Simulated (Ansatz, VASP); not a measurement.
# Te2Mo in VASP and in Ansatz

The input INCAR:

```
SYSTEM = Te2Mo
ALGO = Normal ; EDIFF = 1E-6
ENCUT = 520 ; GGA = CA
ISIF = 2 ; ISMEAR = 0
LASPH = .True. ; LCHARG = .False.
LREAL = .False. ; LWAVE = .False.
NBANDS = 20 ; NELM = 100
PREC = Accurate ; SIGMA = 0.01
```

File KPOINTS:

```
k-points
0
Gamma
  6 6 6
  0 0 0
```

POSCAR

```
Te2Mo
1.0
    1.7734078909      1.0238775232      7.1041367320
   -1.7734078909      1.0238775232      7.1041367320
    0.0000000000     -2.0477550464      7.1041367320
Mo Te
1 2
Direct
   -0.0000368534     -0.0000368534     -0.0000368534
    0.4174226658      0.4174226658      0.4174226658
    0.2492808544      0.2492808544      0.2492808544
```

Input for Ansatz:

```yaml
crystal:
  lattice:
    - [1.7734078909, 1.0238775232, 7.104136732]
    - [-1.7734078909, 1.0238775232, 7.104136732]
    - [0.0, -2.0477550464, 7.104136732]
  atoms:
    - { symbol: Mo, position: [-3.68534e-05, -3.68534e-05, -3.68534e-05] }
    - { symbol: Te, position: [0.4174226658, 0.4174226658, 0.4174226658] }
    - { symbol: Te, position: [0.2492808544, 0.2492808544, 0.2492808544] }
kpoints:
  mp_grid: { grid: [6, 6, 6] }
hamiltonian:
  xc: lda
scf:
  occupations: { method: fixed }
output:
  optics:
    e_range: [0, 10]
    de: 0.2
    sigma: 0.4
    scissors: 1.5
    scheme: fermi_dirac
    bands: auto
  write_density: true
  write_potential: true
  elf: true
  volumetric_format: npy
```

Alike in both runs: task single point; functional LDA; k mesh 6 × 6 × 6; no spin polarisation.

|  | VASP | Ansatz |
| --- | --- | --- |
| version | VASP 6.6.1 | Ansatz 0.2.0 |
| potentials or method | VASP PAW LDA potentials, release 64 (Mo_sv, Te) | plane waves, PAW |
| plane-wave cutoff (eV) | 520 | 420 |
| occupations | gaussian, width 0.01 eV | fixed |
| valence electrons in the cell | 26 | 46 |

```tsv
	VASP	Ansatz	Ansatz less VASP
gap on the k mesh at the Fermi level (eV)	0.86	0.88	+0.014
```

LDA's correlation is that of Perdew and Zunger in VASP and of Perdew and Wang (1992) in Ansatz. VASP's potentials hold 26 valence electrons a cell and Ansatz's 46, so a difference there can come from the potentials and not from the codes.

Spin-orbit coupling is off throughout.
